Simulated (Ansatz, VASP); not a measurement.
**One calculation of GaP, two programs**

Contents of POSCAR:

```
GaP
1.0
    0.0000000000      2.7125899190      2.7253992957
    2.7125899190      0.0000000000      2.7253992957
    2.7125899190      2.7125899190      0.0000000000
Ga P
1 1
Direct
    0.0000000000      0.0000000000      0.0000000000
    0.2500000000      0.2500000000      0.2500000000
```

File INCAR.step1:

```
PREC = Accurate ; ENCUT = 520
ISMEAR = 0 ; SIGMA = 0.01
LREAL = F ; LASPH = T
NELM = 100 ; NBANDS = 16
GGA = PE ; ALGO = Normal
EDIFF = 1E-4 ; LWAVE = T
LCHARG = F
```

Contents of INCAR.step2:

```
PREC = Accurate ; ENCUT = 520
EDIFF = 1E-6 ; ISMEAR = 0
SIGMA = 0.01 ; LREAL = F
LASPH = T ; NELM = 100
ALGO = Normal ; ISIF = 2
LWAVE = F ; LCHARG = T
METAGGA = R2SCAN ; LMIXTAU = T
LELF = T ; LVHAR = T
NBANDS = 16 ; ISTART = 1
```

The input KPOINTS:

```
regular mesh
0
Gamma
  8 8 8
```

Input for Ansatz:

```yaml
crystal:
  lattice:
    - [0.0, 2.712589919, 2.7253992957]
    - [2.712589919, 0.0, 2.7253992957]
    - [2.712589919, 2.712589919, 0.0]
  atoms:
    - { symbol: Ga, position: [0.0, 0.0, 0.0] }
    - { symbol: P, position: [0.25, 0.25, 0.25] }
kpoints:
  mp_grid: { grid: [8, 8, 8] }
  band_path:
    path:
      - [0.0, 0.0, 0.0]
      - [-0.5, -0.5, 0.0]
      - [-0.375, -0.375, 0.25]
      - [-0.375, 0.0, 0.375]
      - [0.0, 0.0, 0.5]
      - [-0.5, -0.25, 0.25]
      - [0.0, 0.424479, 0.424479]
    npoints: 1
hamiltonian:
  xc: r2scan
scf:
  occupations: { method: fixed }
  n_extra_bands: 4
output:
  forces: true
  stress: true
  eigenvalues: true
```

Change from the starting cell: biaxial_xy strain -0.5%.

Alike in both runs: task single point; functional r2SCAN; k mesh 8 × 8 × 8; no spin polarisation.

|  | VASP | Ansatz |
| --- | --- | --- |
| version | VASP 6.6.1 | Ansatz 0.2.0 |
| potentials or method | VASP PAW PBE potentials, release 64 (Ga_d, P) | plane waves, PAW |
| plane-wave cutoff (eV) | 520 | 500 |
| occupations | gaussian, width 0.01 eV | fixed |
| valence electrons in the cell | 18 | 18 |

```csv
,VASP,Ansatz,Ansatz less VASP
gap on the k mesh at the Fermi level (eV),1.86,1.86,-0.008
pressure (GPa),0.8,0.9,+0.05
"traceless stress, the component that is largest in VASP (GPa)",-0.25,-0.26,-0.007
```

VASP's potentials were made for PBE, not for r2SCAN.
